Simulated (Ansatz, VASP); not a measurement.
## Two plane-wave programs on B7Se

```
CELL_PARAMETERS angstrom
4.66543 0.00000 0.00000
0.00000 4.66543 0.00000
0.00000 0.00000 4.66543
ATOMIC_POSITIONS crystal
B 0.83124 0.50000 0.50000
B 0.16876 0.50000 0.50000
B 0.50000 0.83124 0.50000
B 0.50000 0.16876 0.50000
B 0.50000 0.50000 0.83124
B 0.50000 0.50000 0.16876
B 0.50000 0.50000 0.50000
Se 0.00000 0.00000 0.00000
```

Alike in both runs: task relaxation of cell and atoms; functional PBE; k mesh 8 × 8 × 8; occupations gaussian, width 0.1 eV; no spin polarisation.

|  | VASP | Ansatz |
| --- | --- | --- |
| version | VASP 6.6.1 | Ansatz 0.2.0 |
| potentials or method | VASP PAW PBE potentials, release 64 (B, Se), cutoff 600 eV | scalar-relativistic, plane waves, PAW |
| valence electrons in the cell | 27 | 37 |

|  | VASP | Ansatz | Ansatz less VASP |
| --- | --- | --- | --- |
| gap on the k mesh at the Fermi level, each at its own relaxed structure (eV) | none | none | - |
| relaxed volume (Å³/atom) | 12.69 | 12.70 | +0.006 |
| relaxed cell length with the largest relative difference (Å) | 4.665 | 4.666 | +0.0007 |

A gap of «none» marks a metal or a gap that the smearing closes. VASP's potentials hold 27 valence electrons a cell and Ansatz's 37, so a difference there can come from the potentials and not from the codes.
